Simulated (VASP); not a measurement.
Set up this calculation in VASP 6.6.1, as the native input.

| Quantity | Value |
| --- | --- |
| Task | single point |
| Functional | PBEsol |
| Potentials or basis | VASP PAW PBE potentials, release 64 (In_d, As) |
| Cutoff | 500 eV |
| k mesh | 8 × 8 × 8 |
| Occupations | fermi-dirac, width 0.05 eV |
| Spin | no spin polarisation |
| Dipole correction | no |
| Further INCAR settings | ALGO = Normal; EDIFF = 1e-06; NBANDS = 16 |

The structure of InAs lies in POSCAR:

```
InAs
1.0
    0.0000000000      2.9685188642      2.9685188642
    2.9685188642      0.0000000000      2.9685188642
    2.9685188642      2.9685188642      0.0000000000
In As
1 1
Direct
    0.0000000000      0.0000000000      0.0000000000
    0.7500000000      0.7500000000      0.7500000000
```

One way to write it, as run:

INCAR

```
SYSTEM = InAs
  ALGO = Normal
  EDIFF = 1E-6
  ENCUT = 500
  GGA = PS
  GGA_COMPAT = .False.
  ISIF = 2
  ISMEAR = -1
  LASPH = .True.
  LCHARG = .True.
  LELF = .True.
  LREAL = .False.
  LVHAR = .True.
  LWAVE = .False.
  NBANDS = 16
  NELM = 120
  PREC = Accurate
  SIGMA = 0.05
```

KPOINTS

```
k-points
0
Gamma
  8 8 8
  0 0 0
```

Potentials or basis: VASP PAW PBE potentials, release 64 (In_d, As).

The run is started by

```bash
$ cat potpaw_PBE.64/In_d/POTCAR potpaw_PBE.64/As/POTCAR > POTCAR
$ mpirun -np 1 vasp_std > vasp.out
```

Results of the run:

```yaml
Pressure: 5.1 GPa
Band_gap_on_the_k_mesh: zero (filled and empty bands touch)
```

Caveat: the PAW data sets were made with another functional, which shifts forces and pressure a little; spin-orbit coupling is left out, which moves the levels of the heavy elements.

Run time: 14 s on 1 thread of Intel(R) Xeon(R) 6975P-C (Granite Rapids), with other jobs on the host, peak memory 0.18 GiB.
